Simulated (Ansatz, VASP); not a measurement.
**PbSe in VASP and in Ansatz**

```xyz
2
Lattice="0.0000 3.0887 3.0887 3.0578 0.0000 3.0887 3.0578 3.0887 0.0000" Properties=species:S:1:pos:R:3 pbc="T T T"
Pb    0.0000    0.0000    0.0000
Se    3.0578    3.0887    3.0887
```

Change from the starting cell: uniaxial_x strain -1.0%.

Alike in both runs: task single point; functional r2SCAN; k mesh 8 × 8 × 8; no spin polarisation.

```csv
,VASP,Ansatz
version,VASP 6.6.1,Ansatz 0.2.0
potentials or method,"VASP PAW PBE potentials, release 64 (Pb_d, Se)","plane waves, PAW"
plane-wave cutoff (eV),550,500
occupations,"gaussian, width 0.01 eV",fixed
valence electrons in the cell,20,30
```

|  | VASP | Ansatz | Ansatz less VASP |
| --- | --- | --- | --- |
| gap on the k mesh at the Fermi level (eV) | 0.63 | 0.63 | -0.007 |
| pressure (GPa) | 0.6 | 0.6 | -0.03 |
| traceless stress, the component that is largest in VASP (GPa) | 0.82 | 0.82 | -0.003 |

VASP's potentials were made for PBE, not for r2SCAN. VASP's potentials hold 20 valence electrons a cell and Ansatz's 30, so a difference there can come from the potentials and not from the codes.

Neither program's run includes spin-orbit coupling.
